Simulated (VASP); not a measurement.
# Si2TeO6 in VASP: a series of runs, part 2 of 2

VASP 6.6.1. The steps go on from the part before.

## 3. Single point, PBE

The input, INCAR:

```
SYSTEM = Si2TeO6
  ALGO = Normal
  EDIFF = 1E-6
  ENCUT = 520
  GGA = PE
  ISIF = 2
  ISMEAR = -1
  ISYM = 0
  LASPH = .TRUE.
  LCHARG = .FALSE.
  LREAL = Auto
  LWAVE = .FALSE.
  NBANDS = 65
  NELM = 60
  PREC = Accurate
  SIGMA = 0.05
```

The input, KPOINTS:

```
k-points
0
G
  1 1 1
  0 0 0
```

The input, POSCAR:

```
Si2TeO6
1.0
    6.7408150000     -0.0209520000     -0.0836220000
   -0.0209520000      6.5091140000     -0.1374820000
   -0.0836220000     -0.1374820000      6.2942280000
Te O Si
2 12 4
Direct
    0.0988257711      0.6781819371      0.7724279797
    0.3016524755      0.2228663857      0.9174982063
    0.5414553726      0.4535416239      0.2151813361
    0.7631475325      0.2870556428      0.5203767494
    0.4178512115      0.0507441205      0.6977891422
    0.0459799287      0.1088216177      0.7971366699
    0.9172242466      0.4807287940      0.8536596834
    0.3100941164      0.4618085040      0.7222771477
    0.7243055702      0.1916290120      0.9908019570
    0.2555051144      0.7329203009      0.0481041039
    0.3552509313      0.7369402088      0.4511544239
    0.1528203101      0.3791546049      0.2469971017
    0.5683899643      0.0236234417      0.2920001791
    0.7402728797      0.8475284043      0.6460395141
    0.6682407721      0.2504741239      0.2585621800
    0.8417569993      0.2455264555      0.7664363083
    0.5406542152      0.8977024517      0.5260383823
    0.3118193020      0.5725700279      0.2460565499
```

Potentials or basis: VASP PAW PBE potentials, release 64 (Te, O, Si).

The run is started by

```sh
cat potpaw_PBE.64/Te/POTCAR potpaw_PBE.64/O/POTCAR potpaw_PBE.64/Si/POTCAR > POTCAR
mpirun -np 1 vasp_gam > vasp.out
```

OUTCAR:

```text
SYSTEM = Si2TeO6
   EDIFF = 1E-6
   ENCUT = 520
   GGA = PE
   ISIF = 2
   ISMEAR = -1
   ISYM = 0
   LASPH = .TRUE.
   LREAL = Auto
   NELM = 60
   PREC = Accurate

 ion  position               nearest neighbor table
   1  0.099  0.678  0.772-   7 1.87  10 2.03   8 2.03  11 2.73  14 2.77  16 3.30  18 3.38   2 3.42

   2  0.302  0.223  0.917-   5 1.93   6 1.99   8 2.03  12 2.51   3 2.82  18 3.01  16 3.23  15 3.23
                             1 3.42
   3  0.541  0.454  0.215-  15 1.61  18 1.75   2 2.82
   4  0.763  0.287  0.520-  16 1.66  15 1.76
   5  0.418  0.051  0.698-  17 1.68   2 1.93
   6  0.046  0.109  0.797-  16 1.66   2 1.99
   7  0.917  0.481  0.854-  16 1.68   1 1.87
   8  0.310  0.462  0.722-   2 2.03   1 2.03
   9  0.724  0.192  0.991-  16 1.69  15 1.76
  10  0.256  0.733  0.048-  18 1.70   1 2.03
  11  0.355  0.737  0.451-  18 1.66  17 1.67   1 2.73
  12  0.153  0.379  0.247-  18 1.65   2 2.51
  13  0.568  0.024  0.292-  15 1.64  17 1.73
  14  0.740  0.848  0.646-  17 1.57   1 2.77
  15  0.668  0.250  0.259-   3 1.61  13 1.64   4 1.76   9 1.76  17 3.04   2 3.23
  16  0.842  0.246  0.766-   6 1.66   4 1.66   7 1.68   9 1.69   2 3.23   1 3.30
  17  0.541  0.898  0.526-  14 1.57  11 1.67   5 1.68  13 1.73  15 3.04  18 3.08
  18  0.312  0.573  0.246-  12 1.65  11 1.66  10 1.70   3 1.75   2 3.01  17 3.08   1 3.38

IMPORTANT INFORMATION: All symmetrisations will be switched off!
NOSYMM: (Re-)initialisation of all symmetry stuff for point group C_1.

----------------------------------------------------------------------------------------

                                     Primitive cell

  volume of cell :     275.9940

  direct lattice vectors                    reciprocal lattice vectors
     6.740815000 -0.020952000 -0.083622000     0.148376224  0.000519479  0.001982600
    -0.020952000  6.509114000 -0.137482000     0.000519479  0.153703468  0.003364177
    -0.083622000 -0.137482000  6.294228000     0.001982600  0.003364177  0.158975541

  length of vectors
     6.741366218  6.510599462  6.296284623     0.148390378  0.153741158  0.159023492

  position of ions in fractional coordinates (direct lattice)
     0.098825771  0.678181937  0.772427980
     0.301652475  0.222866386  0.917498206
     0.541455373  0.453541624  0.215181336
     0.763147532  0.287055643  0.520376749
     0.417851212  0.050744120  0.697789142
     0.045979929  0.108821618  0.797136670
[... 10 lines left out ...]
     0.540654215  0.897702452  0.526038382
     0.311819302  0.572570028  0.246056550

  ion indices of the primitive-cell ions
   primitive index   ion index
                 1           1
                 2           2
                 3           3
                 4           4
                 5           5
                 6           6
[... 10 lines left out ...]
                17          17
                18          18

----------------------------------------------------------------------------------------

 KPOINTS: k-points

Automatic generation of k-mesh.
 Grid dimensions read from file:
 generate k-points for:    1    1    1

 Generating k-lattice:

  Cartesian coordinates                     Fractional coordinates (reciprocal lattice)
     0.148376224  0.000519479  0.001982600     1.000000000 -0.000000000  0.000000000
     0.000519479  0.153703468  0.003364177    -0.000000000  1.000000000  0.000000000
     0.001982600  0.003364177  0.158975541    -0.000000000 -0.000000000  1.000000000

  Length of vectors
     0.148390378  0.153741158  0.159023492

  Shift w.r.t. Gamma in fractional coordinates (k-lattice)
     0.000000000  0.000000000  0.000000000

 Subroutine IBZKPT returns following result:
 ===========================================

 Found      1 irreducible k-points:

 Following reciprocal coordinates:
            Coordinates               Weight
  0.000000  0.000000  0.000000      1.000000
   k-points           NKPTS =      1   k-points in BZ     NKDIM =      1   number of bands    NBANDS=     65
   number of dos      NEDOS =    301   number of ions     NIONS =     18
   total plane-waves  NPLWV = 115200
   dimension x,y,z NGX =    50 NGY =   48 NGZ =   48
   dimension x,y,z NGXF=   100 NGYF=   96 NGZF=   96
   ions per type =               2  12   4
   NGX,Y,Z   is equivalent  to a cutoff of  12.33, 12.26, 12.67 a.u.
   NGXF,Y,Z  is equivalent  to a cutoff of  24.66, 24.51, 25.35 a.u.
 SYSTEM =  Si2TeO6
   PREC   = accura    normal or accurate (medium, high low for compatibility)
   ISTART =      0    job   : 0-new  1-cont  2-samecut
   ICHARG =      2    charge: 1-file 2-atom 10-const
   ISPIN  =      1    spin polarized calculation?
   LNONCOLLINEAR =      F non collinear calculations
   LSORBIT =      F    spin-orbit coupling
   LASPH  =      T    aspherical Exc in radial PAW
   ENCUT  =  520.0 eV  38.22 Ry    6.18 a.u.  12.53 12.11 11.71*2*pi/ulx,y,z
   NELM   =     60;   NELMIN=  2; NELMDL= -5     # of ELM steps
   EDIFF  = 0.1E-05   stopping-criterion for ELM
   LREAL  =      T    real-space projection
   EDIFFG = 0.1E-04   stopping-criterion for IOM
   NSW    =      0    number of steps for IOM
   IBRION =     -1    ionic relax: 0-MD 1-quasi-New 2-CG
   NFREE  =      0    steps in history (QN), initial steepest desc. (CG)
   ISIF   =      2    stress and relaxation
   ISYM   =      0    0-nonsym 1-usesym 2-fastsym
   POTIM  = 0.5000    time-step for ionic-motion
   TEBEG  =    0.0;   TEEND  =   0.0 temperature during run
   PSTRESS=    0.0 pullay stress
   NELECT =     100.0000    total number of electrons
   NUPDOWN=      -1.0000    fix difference up-down
   EMIN   =  10.00;   EMAX   =-10.00  energy-range for DOS
   EFERMI =   0.00;   METHOD = LEGACY
   ISMEAR =    -1;   SIGMA  =   0.05  broadening in eV -4-tet -1-fermi 0-gaus
   EFERMI_NEDOS =   21; number of points for ismear=-14 and -15
   IALGO  =     38    algorithm
   IMIX   =      4    mixing-type and parameters
     AMIX     =   0.40;   BMIX     =  1.00
     AMIX_MAG =   1.60;   BMIX_MAG =  1.00
  volume/ion in A,a.u.               =      15.33       103.47
  Fermi-wavevector in a.u.,A,eV,Ry     =   1.167101  2.205500 18.532819  1.362124
  Thomas-Fermi vector in A             =   2.303605
   LORBIT       =      0    0 simple, 1 ext, 2 COOP (PROOUT), +10 PAW based schemes
   GGA     = PE    functional components
   LHFCALC =     F    Hartree Fock is set to
   AEXX    =    0.0000 exact exchange contribution
   IVDW    =     0    specifies the selected vdW correction
   LEPSILON=     F    determine dielectric tensor
   LRPA    =     F    only Hartree local field effects (RPA)
 non-spin polarized calculation
  energy-cutoff  :      520.00
  volume of cell :      275.99
 maximum number of plane-waves:      3722
 NGX is ok and might be reduce to    50
   NGX = 25   NGY = 25   NGZ = 23

 number of electron     100.0000024 magnetization

 Free energy of the ion-electron system (eV)
  ---------------------------------------------------
  ext. energy  EPLUGINS =         0.00000000
  ---------------------------------------------------
  free energy    TOTEN  =      -120.45017850 eV

  energy without entropy =     -120.45017850  energy(sigma->0) =     -120.45017850

 E-fermi :   3.0857     XC(G=0):  -8.7520

 val. band max:        1.8694490753   @ k =   0.0000   0.0000   0.0000
 cond. band min:       4.2983690604   @ k =   0.0000   0.0000   0.0000
 fundamental gap:      2.4289199851
 Fermi energy:         3.0857330597

 k-point     1 :       0.0000    0.0000    0.0000
  band No.  band energies     occupation
      1     -18.3031      2.00000
      2     -17.5737      2.00000
      3     -17.1835      2.00000
      4     -16.9984      2.00000
      5     -16.6678      2.00000
      6     -16.3336      2.00000
[... 54 lines left out ...]
     61       9.8017      0.00000
     62      10.0225      0.00000
 [bands above 62 left out]

------------------------ aborting loop because EDIFF is reached ----------------------------------------

  FORCE on cell =-STRESS in cart. coord.  units (eV):
  Direction    XX          YY          ZZ          XY          YZ          ZX
  --------------------------------------------------------------------------------------
  -------------------------------------------------------------------------------------
  Total       -2.6701090      0.2098964    -17.8715622      2.0614535      3.3217718     -4.2682782
  in kB      -15.5002944      1.2184732   -103.7465037     11.9669784     19.2832727    -24.7778532
  external PRESSURE =     -39.3427750 kB  Pullay stress =       0.0000000 kB

 VOLUME and BASIS-vectors are now :
 -----------------------------------------------------------------------------
  energy-cutoff  :      520.00
  volume of cell :      275.99
      direct lattice vectors                 reciprocal lattice vectors
     6.740815000 -0.020952000 -0.083622000     0.148376224  0.000519479  0.001982600
    -0.020952000  6.509114000 -0.137482000     0.000519479  0.153703468  0.003364177
    -0.083622000 -0.137482000  6.294228000     0.001982600  0.003364177  0.158975541

 POSITION                                       TOTAL-FORCE (eV/Angst)
 -----------------------------------------------------------------------------------
      0.58736      4.30610      4.76034         1.363785      0.340767      0.149252
      1.95199      1.31820      5.71908        -0.329811     -0.645171     -1.383978
      3.62235      2.91123      1.24677        -1.484128      1.335089      0.031838
      5.09471      1.78095      3.17209         0.318289      0.086700     -0.752977
      2.75724      0.22561      4.35013        -0.308488      0.097496     -0.096295
      0.24100      0.59778      4.99855         0.707939      0.069093      0.065052
[... 10 lines left out ...]
      3.58165      5.75960      3.14238        -0.151334      1.819345     -0.641281
      2.06934      3.68656      1.44394         0.173137     -1.301281      0.149140
 -----------------------------------------------------------------------------------
    total drift:                                0.001757      0.023577      0.005644

  FREE ENERGIE OF THE ION-ELECTRON SYSTEM (eV)
  ---------------------------------------------------
  free  energy   TOTEN  =      -120.4501784991 eV

  energy  without entropy=     -120.4501784990  energy(sigma->0) =     -120.45017850
```

Wall time 40 s (1 thread of AMD EPYC 7R13 (Zen 3), shared host); peak memory 0.28 GiB.

What came out:

| Property | Result |
| --- | --- |
| Free energy | -120.4502 eV |
| Pressure | -3.9 GPa |
| Largest force | 1.997 eV/Å |
| Band gap on the k mesh | 2.43 eV |

Forces in eV/Å, atoms in the order of the input:
```
Te   1.364  0.341  0.149
Te  -0.330 -0.645 -1.384
O   -1.484  1.335  0.032
O    0.318  0.087 -0.753
O   -0.308  0.097 -0.096
O    0.708  0.069  0.065
O    0.047  0.416  0.140
O   -1.026 -0.643  0.781
O   -0.329  0.381  0.785
O   -0.683 -0.201 -0.130
O   -0.291 -0.484 -0.288
O    1.142  1.476 -0.641
O   -0.321 -0.203  0.967
O    0.959 -0.581  0.016
Si   0.460 -1.659  0.344
Si  -0.249 -0.305  0.506
Si  -0.151  1.819 -0.641
Si   0.173 -1.301  0.149
```

Stress tensor (GPa, compression positive):
```
 -1.55   1.20  -2.48
  1.20   0.12   1.93
 -2.48   1.93 -10.37
```

Levels at points of the mesh, in eV from the valence-band top:
| k point | band 46 | band 47 | band 48 | band 49 | band 50 | band 51 | band 52 | band 53 | band 54 | band 55 |
| --- | --- | --- | --- | --- | --- | --- | --- | --- | --- | --- |
| (0.00, 0.00, 0.00) | -0.92 | -0.57 | -0.23 | -0.20 | 0.00 | 2.43 | 3.41 | 3.58 | 3.73 | 4.06 |

Caveat: the k points lie up to 1.00 Å⁻¹ apart; spin-orbit coupling is left out, which moves the levels of the heavy elements.

## 4. Single point, PBE

The input, INCAR:

```
SYSTEM = Si2TeO6
PREC = Accurate ; ENCUT = 520
EDIFF = 1E-6 ; ISMEAR = -1
SIGMA = 0.05 ; LREAL = Auto
LASPH = .True. ; NELM = 80
ALGO = Normal ; ISIF = 2
LWAVE = .False. ; LCHARG = .False.
GGA = PE ; ISYM = 0
NBANDS = 65
```

The input, KPOINTS:

```
regular mesh
0
Gamma
  1 1 1
  0 0 0
```

The input, POSCAR:

```
Si2TeO6
1.0
    6.7408150000     -0.0209520000     -0.0836220000
   -0.0209520000      6.5091140000     -0.1374820000
   -0.0836220000     -0.1374820000      6.2942280000
Te O Si
2 12 4
Direct
    0.1206897614      0.6791928905      0.7654911955
    0.3083327807      0.2018428955      0.9238025964
    0.5740736120      0.4860670803      0.2289103061
    0.8108724741      0.2947030156      0.4959785597
    0.3628721364      0.0562559281      0.6635366992
    0.0367520492      0.1044725514      0.8497746467
    0.9105131995      0.4964216098      0.8382244765
    0.3077525772      0.4450920791      0.7589942778
    0.6892101413      0.2168151735      0.9805236344
    0.2635446741      0.7640626734      0.0359265659
    0.3585862578      0.7344069557      0.4357624854
    0.1962331514      0.4027682860      0.1760609559
    0.5478541111      0.0477174188      0.2896777719
    0.7159446921      0.8988637379      0.6395533037
    0.6823276515      0.2692613715      0.2648334625
    0.8437255063      0.2437640589      0.7750855521
    0.5185720112      0.9408908930      0.5154199356
    0.3499138226      0.5901821998      0.2261228737
```

The run is started by

```sh
cat potpaw_PBE.64/Te/POTCAR potpaw_PBE.64/O/POTCAR potpaw_PBE.64/Si/POTCAR > POTCAR
mpirun -np 1 vasp_gam > vasp.out
```

Wall time 40 s (1 thread of AMD EPYC 7R13 (Zen 3), shared host); peak memory 0.28 GiB.

The run converged. Its results:

```
Free energy            : -120.7421 eV
Pressure               : -0.6 GPa
Largest force          : 2.350 eV/Å
Band gap on the k mesh : 2.36 eV
```

Forces on the atoms (eV/Å):
```
Te   0.504 -0.803  1.013
Te  -0.657 -0.358  1.552
O   -0.444  0.823  0.122
O    0.109 -0.447  0.463
O   -0.766  0.207 -0.669
O   -0.317  0.476  0.047
O    0.174 -0.092 -0.154
O   -0.153  0.595 -0.905
O    0.769 -0.071  0.183
O    0.036 -0.268 -0.019
O    0.230  1.470  1.530
O   -0.204 -0.121  0.427
O    0.636  2.152 -0.700
O    1.563  0.232  0.914
Si  -0.777 -1.739 -0.317
Si   0.027  0.213 -1.055
Si  -0.244 -1.744 -0.483
Si  -0.487 -0.524 -1.949
```

Stress tensor (GPa, compression positive):
```
 1.74 -2.34 -5.11
-2.34 -0.09  3.06
-5.11  3.06 -3.34
```

Levels at points of the mesh, in eV from the valence-band top:
| k point | band 48 | band 49 | band 50 | band 51 | band 52 | band 53 |
| --- | --- | --- | --- | --- | --- | --- |
| (0.00, 0.00, 0.00) | -0.56 | -0.47 | 0.00 | 2.36 | 3.10 | 3.64 |

Caveat: the k points lie up to 1.00 Å⁻¹ apart; spin-orbit coupling is left out, which moves the levels of the heavy elements.

## 5. Single point, PBE

The input, INCAR:

```
PREC = Accurate
ENCUT = 520
EDIFF = 1E-6
ISMEAR = -1
SIGMA = 0.05
LREAL = Auto
LASPH = T
NELM = 60
ALGO = Normal
ISIF = 2
LWAVE = F
LCHARG = F
GGA = PE
NBANDS = 65
ISYM = 0
```

The input, KPOINTS:

```
Automatic mesh
0
Gamma
  1 1 1
```

The input, POSCAR:

```
Si2TeO6
1.0
    6.7408150000     -0.0209520000     -0.0836220000
   -0.0209520000      6.5091140000     -0.1374820000
   -0.0836220000     -0.1374820000      6.2942280000
Te O Si
2 12 4
Direct
    0.1169721728      0.6702737156      0.7756595436
    0.2969674787      0.2106984464      0.9449102032
    0.5707615174      0.5120553018      0.2180193674
    0.8294690883      0.3055930775      0.4754596452
    0.3581147820      0.0402186989      0.6914787042
    0.0410706418      0.1026932474      0.8552649955
    0.9065209032      0.4903794773      0.8257189670
    0.2919327252      0.4311730048      0.7347774064
    0.7139351489      0.2297319596      1.0017030991
    0.2645402401      0.7778546212      0.0428620306
    0.4004101993      0.7478436374      0.4385599220
    0.1798266558      0.4259369920      0.1936450561
    0.5326880049      0.0997751703      0.3041640256
    0.7236377938      0.9789010877      0.6593307899
    0.6944458037      0.2918934738      0.2521338670
    0.8369541177      0.2230987317      0.7651635494
    0.5149000182      0.9641537523      0.5230539401
    0.3515971861      0.6028756514      0.2298095668
```

The run is started by

```sh
cat potpaw_PBE.64/Te/POTCAR potpaw_PBE.64/O/POTCAR potpaw_PBE.64/Si/POTCAR > POTCAR
mpirun -np 1 vasp_gam > vasp.out
```

Wall time 35 s (1 thread of AMD EPYC 7R13 (Zen 3), shared host); peak memory 0.28 GiB.

Results (log left out):

- Free energy: -121.3658 eV
- Pressure: -0.8 GPa
- Largest force: 2.411 eV/Å
- Band gap on the k mesh: 2.49 eV

Forces on the atoms (eV/Å):
```
Te   0.925 -0.008  0.137
Te  -0.309 -0.469 -0.144
O    1.383 -1.381 -0.481
O    0.274  0.066  0.389
O   -0.938  0.298  0.246
O   -0.608  0.512  0.139
O   -0.401 -0.201  0.133
O    0.041  0.562  0.501
O    0.520 -0.564 -1.702
O    0.032 -1.112  0.032
O   -0.628  1.002  1.397
O    0.574  0.124 -0.096
O   -0.039 -0.123  0.738
O    1.131  0.943  0.472
Si  -1.491 -0.172  1.886
Si   0.029 -0.601 -1.205
Si   0.710  0.631 -1.217
Si  -1.204  0.493 -1.225
```

Stress tensor (GPa, compression positive):
```
 4.13 -3.57 -6.74
-3.57 -1.59  2.35
-6.74  2.35 -4.96
```

Levels at points of the mesh, in eV from the valence-band top:
```
           k point  band 47  band 48  band 49  band 50  band 51  band 52  band 53  band 54
(0.00, 0.00, 0.00)    -0.54    -0.51    -0.26     0.00     2.49     3.84     4.10     4.39
```

Caveat: the k points lie up to 1.00 Å⁻¹ apart; spin-orbit coupling is left out, which moves the levels of the heavy elements.
